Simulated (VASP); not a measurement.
Set up this calculation in VASP 6.6.1, as the native input.

- Task: electric field gradients
- Functional: PBEsol
- Potentials or basis: VASP PAW PBE potentials, release 64 (Ru_pv)
- Cutoff: 520 eV
- k mesh: 14 × 14 × 8
- Occupations: fermi-dirac, width 0.03 eV
- Spin: no spin polarisation
- Dipole correction: no
- Further INCAR settings: ALGO = Normal; EDIFF = 1e-08; NBANDS = 21

The structure of Ru lies in POSCAR:

```
Ru
1.0
    2.6516833475      0.0000000000      0.0000000000
   -1.3258416738      2.2964251418      0.0000000000
    0.0000000000      0.0000000000      4.2819000000
Ru
2
Direct
    0.3333333333      0.6666666667      0.2500000000
    0.6666666667      0.3333333333      0.7500000000
```

This cell differs from its parent crystal: equal xx and yy strain of -2 %.

One way to write it, as run:

INCAR

```
ALGO = Normal
EDIFF = 1E-8
ENCUT = 520
GGA = PS
ISIF = 2
ISMEAR = -1
LASPH = True
LCHARG = False
LEFG = True
LREAL = False
LWAVE = False
NBANDS = 21
NELM = 100
PREC = Accurate
SIGMA = 0.03
```

KPOINTS

```
k-points
0
Gamma
  14 14 8
```

Potentials or basis: VASP PAW PBE potentials, release 64 (Ru_pv).

Command:

```sh
$ cat potpaw_PBE.64/Ru_pv/POTCAR > POTCAR
$ mpirun -np 1 vasp_std > vasp.out
```

It gave:

```yaml
Pressure: 7.8 GPa
Band_gap_on_the_k_mesh: zero (band 14 reaches 15.29 eV, above the bottom of band 15 at 11.89 eV)
```

Caveat: the cell differs from its parent crystal (equal xx and yy strain of -2 %); without QUAD_EFG the Cq values of the log hold for a quadrupole moment of 1 mb, not for the nuclei; the PAW data sets were made with another functional, which shifts forces and pressure a little.

Run time: 70 s on 1 thread of AMD EPYC 7R13, with other jobs on the host, peak memory 0.14 GiB.
